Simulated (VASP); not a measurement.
Here is a VASP 6.6.1 calculation.

INCAR

```
SYSTEM = Si3Cl2
PREC = Accurate
ENCUT = 500
EDIFF = 1E-6
ISMEAR = 0
SIGMA = 0.2
LREAL = .FALSE.
LASPH = .TRUE.
NELM = 120
ALGO = Normal
ISIF = 2
LWAVE = .FALSE.
LCHARG = .FALSE.
GGA = PE
NBANDS = 21
GGA_COMPAT = .FALSE.
```

The input KPOINTS:

```
regular mesh
0
G
  4 4 3
  0 0 0
```

Contents of POSCAR:

```
Si3Cl2
1.0
    4.8346366909      0.0000000000      0.0000000000
   -2.4173183455      4.1869181924      0.0000000000
    0.0000000000      0.0000000000      7.1814094555
Si Cl
3 2
Direct
    0.0000000000      0.0000000000      0.1551479434
    0.0000000000      0.0000000000      0.8448520566
    0.0000000000      0.0000000000      0.5000000000
    0.3333333333      0.6666666667      0.5000000000
    0.6666666667      0.3333333333      0.5000000000
```

Potentials or basis: VASP PAW PBE potentials, release 64 (Si, Cl).

The run is started by

```sh
$ cat potpaw_PBE.64/Si/POTCAR potpaw_PBE.64/Cl/POTCAR > POTCAR
$ mpirun -np 1 vasp_std > vasp.out
```

(1) What does it give for the pressure?

(2) Predict the band gap on the k mesh.

(3) Predict the largest force.

## Answers

(1) 0.1 GPa.

(2) zero (bands 13 and 14 overlap by 0.63 eV).

(3) 0.035 eV/Å.

Caveat: the k points lie up to 0.38 Å⁻¹ apart, too coarse for converged energies and pressures of a metal.
